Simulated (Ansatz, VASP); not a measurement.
# Two plane-wave programs on MgO2

```
Mg O
1.0
     1.60476    0.92651    3.49398
    -1.60476    0.92651    3.49398
     0.00000   -1.85302    3.49398
Mg O
1 2
Direct
  0.00000 0.00000 0.00000
  0.42879 0.42879 0.42879
  0.57121 0.57121 0.57121
```

Alike in both runs: task single point; functional r2SCAN; k mesh 12 × 12 × 12; occupations gaussian, width 0.05 eV; no spin polarisation.

```csv
,VASP,Ansatz
version,VASP 6.6.1,Ansatz 0.2.0
potentials or method,"VASP PAW PBE potentials, release 64 (Mg, O), cutoff 520 eV","scalar-relativistic, plane waves, PAW"
valence electrons in the cell,14,22
```

```csv
,VASP,Ansatz,Ansatz less VASP
gap on the k mesh at the Fermi level (eV),2.92,2.95,+0.031
least direct gap on the mesh (eV),2.92,2.95,+0.031
pressure (GPa),-5.8,-5.4,+0.35
"traceless stress, the component that is largest in VASP (GPa)",0.32,-1.13,-1.457
rms of the force components (eV/Å),0.024,0.102,+0.0781
```

VASP's potentials were made for PBE, not for r2SCAN. Atom by atom the forces differ by 0.125 eV/Å (rms over components). VASP's potentials hold 14 valence electrons a cell and Ansatz's 22, so a difference there can come from the potentials and not from the codes.
